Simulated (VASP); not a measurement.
# Se (P3_121) in VASP: further runs, part 2 of 2

VASP 6.6.1.

## 5. Single point, PBE+D3(BJ)

This run uses another cell than the first one, of the same volume but with other edges.

INCAR reads:

```
PREC     = Accurate       # precision mode
ENCUT    = 520            # plane-wave cutoff, eV
EDIFF    = 1E-6           # SCF threshold, eV
ISMEAR   = 0              # smearing method
SIGMA    = 0.05           # smearing width, eV
LREAL    = F              # projectors in reciprocal space
LASPH    = T              # aspherical terms in the spheres
NELM     = 80             # most SCF steps
ALGO     = Normal         # electronic algorithm
ISIF     = 2              # what is computed and relaxed
LWAVE    = F              # write WAVECAR
LCHARG   = F              # write CHGCAR
GGA      = PE             # functional
IVDW     = 12             # dispersion correction
NBANDS   = 16             # bands
```

KPOINTS reads:

```
regular mesh
0
Gamma
  9 9 8
```

POSCAR reads:

```
Se
1.0
    4.0025012891      0.0000000000      0.0000000000
   -2.0012506446      3.4662677951      0.0000000000
    0.0000000000      0.0000000000      5.2973104561
Se
3
Direct
    0.2627083307      0.0000000000      0.3333333333
    0.0000000000      0.2627083307      0.6666666667
    0.7372916693      0.7372916693      0.0000000000
```

Potentials or basis: VASP PAW PBE potentials, release 64 (Se).

On the command line:

```sh
$ cat potpaw_PBE.64/Se/POTCAR > POTCAR
$ mpirun -np 1 vasp_std > vasp.out
```

OUTCAR:

```text
PREC = Accurate
   ENCUT = 520
   EDIFF = 1E-6
   ISMEAR = 0
   LREAL = F
   LASPH = T
   NELM = 80
   ISIF = 2
   GGA = PE
   IVDW = 12
 IVDW          = 12

 ion  position               nearest neighbor table
   1  0.263  0.000  0.333-   3 2.54   2 2.54
   2  0.000  0.263  0.667-   3 2.54   1 2.54
   3  0.737  0.737  0.000-   1 2.54   2 2.54

  LATTYP: Found a hexagonal cell.
 ALAT       =     4.0025012891
 C/A-ratio  =     1.3235000000

  Lattice vectors:

 A1 = (   4.0025012891,   0.0000000000,   0.0000000000)
 A2 = (  -2.0012506446,   3.4662677951,   0.0000000000)
 A3 = (   0.0000000000,   0.0000000000,   5.2973104561)

Analysis of symmetry for initial positions (statically):
=====================================================================
 Subroutine PRICEL returns:
 Original cell was already a primitive cell.

 Routine SETGRP: Setting up the symmetry group for a
 hexagonal supercell.

 Subroutine GETGRP returns: Found  6 space group operations
 (whereof  2 operations were pure point group operations)
 out of a pool of 24 trial point group operations.

The static configuration has the point symmetry C_2 .
 The point group associated with its full space group is D_3 .

Analysis of symmetry for dynamics (positions and initial velocities):
=====================================================================
 Subroutine PRICEL returns:
 Original cell was already a primitive cell.

 Routine SETGRP: Setting up the symmetry group for a
 hexagonal supercell.

 Subroutine GETGRP returns: Found  6 space group operations
 (whereof  2 operations were pure point group operations)
 out of a pool of 24 trial point group operations.

The dynamic configuration has the point symmetry C_2 .
 The point group associated with its full space group is D_3 .

 Subroutine INISYM returns: Found  6 space group operations
 (whereof  2 operations are pure point group operations),
[... 117 lines left out ...]
     AMIX     =   0.40;   BMIX     =  1.00
     AMIX_MAG =   1.60;   BMIX_MAG =  1.00
  volume/ion in A,a.u.               =      24.50       165.32
  Fermi-wavevector in a.u.,A,eV,Ry     =   1.024274  1.935597 14.274368  1.049136
  Thomas-Fermi vector in A             =   2.158052
   LORBIT       =      0    0 simple, 1 ext, 2 COOP (PROOUT), +10 PAW based schemes
   GGA     = PE    functional components
   LHFCALC =     F    Hartree Fock is set to
   AEXX    =    0.0000 exact exchange contribution
   IVDW    =    12    specifies the selected vdW correction
   LEPSILON=     F    determine dielectric tensor
   LRPA    =     F    only Hartree local field effects (RPA)
 non-spin polarized calculation
 Gauss-broadening in eV      SIGMA  =   0.05
  energy-cutoff  :      520.00
  volume of cell :       73.49
 maximum number of plane-waves:      2005
 NGX is ok and might be reduce to    30

 number of electron      18.0000001 magnetization

 Free energy of the ion-electron system (eV)
  ---------------------------------------------------
  ext. energy  EPLUGINS =         0.00000000
  ---------------------------------------------------
  free energy    TOTEN  =       -10.35601460 eV

  energy without entropy =      -10.35601343  energy(sigma->0) =      -10.35601401

 E-fermi :   3.7917     XC(G=0):  -9.4874

 val. band max:        3.6726136599   @ k =   0.3333   0.3333   0.5000
 cond. band min:       3.9038128828   @ k =   0.3333   0.3333   0.5000
 fundamental gap:      0.2311992229
 Fermi energy:         3.7916797277

 k-point     1 :       0.0000    0.0000    0.0000
  band No.  band energies     occupation
      1     -11.9830      2.00000
      2      -8.2560      2.00000
      3      -8.2560      2.00000
      4       0.3837      2.00000
      5       0.5563      2.00000
      6       0.5563      2.00000
[... 433 lines left out ...]
      3      -7.7592      2.00000
      4      -1.5196      2.00000
      5      -0.9831      2.00000
      6       0.1532      2.00000
[... 8 lines left out ...]
     15      12.8568      0.00000
     16      13.3648      0.00000

 [... further k-points ...]

------------------------ aborting loop because EDIFF is reached ----------------------------------------

 Edisp (eV)   -1.06973

 E8    (eV) :    -0.4421

  FORCE on cell =-STRESS in cart. coord.  units (eV):
  Direction    XX          YY          ZZ          XY          YZ          ZX
  --------------------------------------------------------------------------------------
  -------------------------------------------------------------------------------------
  Total      -1.13750    -1.13750    -2.20785     0.00000     0.00000     0.00000
  in kB     -24.79771   -24.79771   -48.13177     0.00000     0.00000     0.00000
  external pressure =      -32.58 kB  Pullay stress =        0.00 kB

 VOLUME and BASIS-vectors are now :
 -----------------------------------------------------------------------------
  energy-cutoff  :      520.00
  volume of cell :       73.49
      direct lattice vectors                 reciprocal lattice vectors
     4.002501289  0.000000000  0.000000000     0.249843767  0.144247366  0.000000000
    -2.001250645  3.466267795  0.000000000     0.000000000  0.288494732  0.000000000
     0.000000000  0.000000000  5.297310456     0.000000000  0.000000000  0.188775041

 POSITION                                       TOTAL-FORCE (eV/Angst)
 -----------------------------------------------------------------------------------
      1.05149      0.00000      1.76577        -0.478332     -0.000000     -0.000000
     -0.52575      0.91062      3.53154         0.239166     -0.414248      0.000000
      1.47551      2.55565      0.00000         0.239166      0.414248      0.000000
 -----------------------------------------------------------------------------------
    total drift:                                0.000001      0.000001      0.000000

  FREE ENERGIE OF THE ION-ELECTRON SYSTEM (eV)
  ---------------------------------------------------
  free  energy   TOTEN  =       -11.4257453807 eV

  energy  without entropy=      -11.4257442112  energy(sigma->0) =      -11.42574480
```

stdout:

```text
POSCAR found type information on POSCAR Se
 POSCAR found :  1 types and       3 ions
 scaLAPACK will be used
 LDA part: xc-table for (Slater+PW92), standard interpolation
 POSCAR, INCAR and KPOINTS ok, starting setup
 FFT: planning ... GRIDC
 FFT: planning ... GRID_SOFT
 FFT: planning ... GRID
 WAVECAR not read
 entering main loop
```

It took 2.1 min on 1 thread of Intel Xeon 8259CL, shared host; peak memory 0.23 GiB.

What came out:

| Quantity | Value |
| --- | --- |
| Free energy | -11.4257 eV |
| Pressure | -3.3 GPa |
| Largest force | 0.478 eV/Å |
| Band gap on the k mesh | 0.23 eV |
| Dispersion energy per atom | -0.357 eV |

Forces in eV/Å, atoms in the order of the input:
```
Se  -0.478  0.000  0.000
Se   0.239 -0.414  0.000
Se   0.239  0.414  0.000
```

Stress tensor (GPa, compression positive):
```
-2.48  0.00  0.00
 0.00 -2.48  0.00
 0.00  0.00 -4.81
```

Levels at points of the mesh, in eV from the valence-band top:
```csv
k point,band 5,band 6,band 7,band 8,band 9,band 10,band 11,band 12,band 13,band 14
"(0.00, 0.00, 0.00)",-3.12,-3.12,-1.70,-1.70,-0.67,1.23,1.23,1.97,6.50,6.50
"(0.00, 0.00, 0.50)",-2.82,-2.82,-1.31,-1.07,-1.07,0.74,0.74,0.75,5.54,7.05
```

Caveat: the cell stands under tension; semilocal functionals underestimate gaps, and a narrow one can read as zero.

## 6. Single point, PBE+D3(BJ)

This run uses another cell than the first one, of the same volume but with other edges.

INCAR reads:

```
ALGO = Normal
EDIFF = 1E-6
ENCUT = 520
GGA = PE
ISIF = 2
ISMEAR = 0
IVDW = 12
LASPH = T
LCHARG = F
LREAL = F
LWAVE = F
NBANDS = 16
NELM = 80
PREC = Accurate
SIGMA = 0.05
```

KPOINTS reads:

```
k-points
0
Gamma
  9 9 8
```

POSCAR reads:

```
Se
1.0
    4.2945953382      0.0000000000      0.0000000000
   -2.1472976691      3.7192286618      0.0000000000
    0.0000000000      0.0000000000      4.6012294453
Se
3
Direct
    0.2319818075      0.0000000000      0.3333333333
    0.0000000000      0.2319818075      0.6666666667
    0.7680181925      0.7680181925      0.0000000000
```

Potentials or basis: VASP PAW PBE potentials, release 64 (Se).

On the command line:

```sh
$ cat potpaw_PBE.64/Se/POTCAR > POTCAR
$ mpirun -np 1 vasp_std > vasp.out
```

It took 94 s on 1 thread of Intel Xeon 8259CL, shared host; peak memory 0.24 GiB.

It converged, with:

```
Free energy                : -11.1937 eV
Pressure                   : 7.9 GPa
Largest force              : 1.330 eV/Å
Band gap on the k mesh     : 0.70 eV (least direct gap 1.72 eV)
Dispersion energy per atom : -0.354 eV
```

Forces in eV/Å, atoms in the order of the input:
```
Se   1.330  0.000  0.000
Se  -0.665  1.152  0.000
Se  -0.665 -1.152  0.000
```

Stress tensor (GPa, compression positive):
```
 5.47  0.00  0.00
 0.00  5.47  0.00
 0.00  0.00 12.73
```

Levels at points of the mesh, in eV from the valence-band top:
| k point | band 5 | band 6 | band 7 | band 8 | band 9 | band 10 | band 11 | band 12 | band 13 | band 14 |
| --- | --- | --- | --- | --- | --- | --- | --- | --- | --- | --- |
| (0.00, 0.00, 0.00) | -4.30 | -4.30 | -2.69 | -2.69 | -0.76 | 1.70 | 1.98 | 1.98 | 6.22 | 6.22 |
| (0.00, 0.00, 0.50) | -4.05 | -4.05 | -2.22 | -2.22 | -1.28 | 0.70 | 0.70 | 1.22 | 6.27 | 6.55 |

Caveat: the stress differs along the axes, from 5 to 13 GPa; semilocal functionals underestimate gaps, and a narrow one can read as zero; forces of over 1 eV/Å act on the atoms, so gaps and moduli don't describe the material at rest. A k mesh can miss the band edges.

## 7. Summary

| cell | gap on the mesh (eV) | pressure (GPa) | largest force (eV/Å) |
| --- | --- | --- | --- |
| a = 3.883, b = 3.883, c = 5.628 Å, angles 90.0, 90.0, 120.0°, 3 atoms, atomic positions A | none | 10.2 | 2.97 |
| a = 4.003, b = 4.003, c = 5.297 Å, angles 90.0, 90.0, 120.0°, 3 atoms, atomic positions B | 0.22 | -4.9 | 0.71 |
| a = 3.883, b = 3.883, c = 5.628 Å, angles 90.0, 90.0, 120.0°, 3 atoms, atomic positions C | none | -0.6 | 0.44 |
| a = 4.003, b = 4.003, c = 5.297 Å, angles 90.0, 90.0, 120.0°, 3 atoms, atomic positions D | 0.23 | -3.3 | 0.48 |
| a = 4.295, b = 4.295, c = 4.601 Å, angles 90.0, 90.0, 120.0°, 3 atoms, atomic positions C | 0.70 | 7.9 | 1.33 |

Alike in all rows: task single point; level PBE+D3(BJ); potentials or basis VASP PAW PBE potentials, release 64 (Se); no spin polarisation; k mesh 9 × 9 × 8; cutoff (eV) 520; smearing gaussian 0.05 eV.

Caveats: semilocal functionals underestimate gaps, and a narrow one can read as zero (at least some runs); forces of over 1 eV/Å act on the atoms, so gaps and moduli don't describe the material at rest (at least some runs); the cell stands under tension (at least some runs); the stress differs along the axes, from 7 to 16 GPa (at least some runs); the stress differs along the axes, from -5 to 1 GPa (at least some runs); the stress differs along the axes, from 5 to 13 GPa (at least some runs).

Absolute energies hang on the potentials; compare differences alone.

The gap in the log of VASP goes by the Fermi energy; the results here count the filled bands.